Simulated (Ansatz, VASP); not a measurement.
# Ag in VASP and in Ansatz

Contents of INCAR:

```
PREC = Accurate
ENCUT = 520
EDIFF = 1E-7
ISMEAR = 0
SIGMA = 0.15
LREAL = False
LASPH = True
NELM = 100
ALGO = Normal
ISIF = 2
LWAVE = False
LCHARG = True
GGA = PE
LELF = True
LVHAR = True
NBANDS = 12
```

The input KPOINTS:

```
Automatic mesh
0
Gamma
  20 20 20
```

POSCAR

```
Ag
1.0
   -1.5232016800      1.5232016800      1.5232016800
    1.5232016800     -1.5232016800      1.5232016800
    1.5232016800      1.5232016800     -1.5232016800
Ag
1
Direct
    0.0000000000      0.0000000000      0.0000000000
```

Input for Ansatz:

```yaml
crystal:
  lattice:
    - [-1.52320168, 1.52320168, 1.52320168]
    - [1.52320168, -1.52320168, 1.52320168]
    - [1.52320168, 1.52320168, -1.52320168]
  atoms:
    - { symbol: Ag, position: [0.0, 0.0, 0.0] }
basis:
  ecutwfc: 420
kpoints:
  mp_grid: { grid: [20, 20, 20] }
hamiltonian:
  xc: pbe
scf:
  occupations: { method: gaussian, width: 0.15 }
output:
  forces: true
  stress: true
  eigenvalues: true
```

Change from the starting cell: strain -0.080 along x and y, -0.080 along z, atoms carried along.

Alike in both runs: task single point; functional PBE; k mesh 20 × 20 × 20; occupations gaussian, width 0.15 eV; no spin polarisation.

|  | VASP | Ansatz |
| --- | --- | --- |
| version | VASP 6.6.1 | Ansatz 0.2.0 |
| potentials or method | VASP PAW PBE potentials, release 64 (Ag), cutoff 520 eV | scalar-relativistic, plane waves, PAW |
| valence electrons in the cell | 11 | 19 |

Ansatz gave:

```
gap on the k mesh at the Fermi level (eV) : none
pressure (GPa)                            : 42.3
```

Question: Estimate VASP's values.

Answer: gap on the k mesh at the Fermi level (eV): none; pressure (GPa): 41.8.

A gap of «none» marks a metal or a gap that the smearing closes. Both programs put the cell under a high pressure, so it lies far from rest at this level. VASP's potentials hold 11 valence electrons a cell and Ansatz's 19, so a difference there can come from the potentials and not from the codes.
